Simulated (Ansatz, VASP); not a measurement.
One calculation of InP, two programs

```
In P
1.0
     3.97590    0.00000    0.00000
    -1.98795    3.44323    0.00000
     0.00000    0.00000    8.70735
In P
3 3
Direct
  0.00000 0.50000 0.16667
  0.50000 0.50000 0.83333
  0.50000 0.00000 0.50000
  0.50000 0.50000 0.33333
  0.50000 0.00000 0.00000
  0.00000 0.50000 0.66667
```

Alike in both runs: task relaxation of cell and atoms; functional PBE; k mesh 6 × 6 × 2; occupations gaussian, width 0.1 eV; no spin polarisation.

```csv
,VASP,Ansatz
version,VASP 6.6.1,Ansatz 0.2.0
potentials or method,"VASP PAW PBE potentials, release 64 (In_d, P), cutoff 600 eV","scalar-relativistic, plane waves, PAW"
valence electrons in the cell,54,54
```

|  | VASP | Ansatz | Ansatz less VASP |
| --- | --- | --- | --- |
| gap on the k mesh at the Fermi level, each at its own relaxed structure (eV) | 0.19 | 0.20 | +0.011 |
| relaxed volume (Å³/atom) | 23.68 | 23.70 | +0.021 |
| relaxed cell length with the largest relative difference (Å) | 4.187 | 4.190 | +0.0030 |

Noted on VASP's run: the volume moved by over 15 % at a fixed basis, so the end points are rough.
